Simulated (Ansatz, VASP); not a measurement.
## Se in VASP and in Ansatz

POSCAR

```
Se
1.0
    3.4943819609      0.0000000000      0.0000000000
   -1.7471909805      3.0262235487      0.0000000000
    0.0000000000      0.0000000000      3.6698700991
Se
2
Direct
    0.3333333333      0.6666666667      0.2500000000
    0.6666666667      0.3333333333      0.7500000000
```

File INCAR.step1:

```
SYSTEM = Se
PREC     = Accurate       ! precision mode
ENCUT    = 520            ! plane-wave cutoff, eV
ISMEAR   = -1             ! smearing method
SIGMA    = 0.1            ! smearing width, eV
LREAL    = .False.        ! projectors in reciprocal space
LASPH    = .True.         ! aspherical terms in the spheres
NELM     = 80             ! most SCF steps
NBANDS   = 13             ! bands
GGA      = PE             ! functional
ALGO     = Normal         ! electronic algorithm
EDIFF    = 1E-4           ! SCF threshold, eV
LWAVE    = .True.         ! write WAVECAR
LCHARG   = .False.        ! write CHGCAR
```

File INCAR.step2:

```
SYSTEM = Se
PREC     = Accurate       ! precision mode
ENCUT    = 520            ! plane-wave cutoff, eV
EDIFF    = 1E-6           ! SCF threshold, eV
ISMEAR   = -1             ! smearing method
SIGMA    = 0.1            ! smearing width, eV
LREAL    = .False.        ! projectors in reciprocal space
LASPH    = .True.         ! aspherical terms in the spheres
NELM     = 80             ! most SCF steps
ALGO     = Normal         ! electronic algorithm
ISIF     = 2              ! what is computed and relaxed
LWAVE    = .False.        ! write WAVECAR
LCHARG   = .False.        ! write CHGCAR
METAGGA  = R2SCAN         ! meta-GGA
LMIXTAU  = .True.       
NBANDS   = 13             ! bands
ISTART   = 1
```

The input KPOINTS:

```
regular mesh
0
Gamma
  11 11 9
  0 0 0
```

Input for Ansatz:

```yaml
crystal:
  lattice:
    - [3.4943819609, 0.0, 0.0]
    - [-1.7471909805, 3.0262235487, 0.0]
    - [0.0, 0.0, 3.6698700991]
  atoms:
    - { symbol: Se, position: [0.3333333333, 0.6666666667, 0.25] }
    - { symbol: Se, position: [0.6666666667, 0.3333333333, 0.75] }
hamiltonian:
  xc: r2scan
  pseudopotentials:
    kind: paw
    azcp:
      Se: "pseudopotentials/Se.paw.azcp"
basis:
  ecutwfc: 500
  fft_grid_basis: typed
kpoints:
  mp_grid: { grid: [11, 11, 9], shift: [0, 0, 0] }
magnetization:
  spin_polarized: false
scf:
  occupations: { method: fermi_dirac, width: 0.1 }
  lower_state_search: "off"
output:
  stress: true
```

Alike in both runs: task single point; functional r2SCAN; k mesh 11 × 11 × 9; occupations fermi-dirac, width 0.1 eV; no spin polarisation.

```csv
,VASP,Ansatz
version,VASP 6.6.1,Ansatz 0.2.0
potentials or method,"VASP PAW PBE potentials, release 64 (Se), cutoff 520 eV","plane waves (500 eV) with PAW, scalar-relativistic"
valence electrons in the cell,12,32
```

|  | VASP | Ansatz | Ansatz less VASP |
| --- | --- | --- | --- |
| pressure (GPa) | 11.8 | 11.8 | +0.07 |
| traceless stress, the component that is largest in VASP (GPa) | 3.78 | 3.81 | +0.037 |

VASP's potentials were made for PBE, not for r2SCAN. VASP's potentials hold 12 valence electrons a cell and Ansatz's 32, so a difference there can come from the potentials and not from the codes.
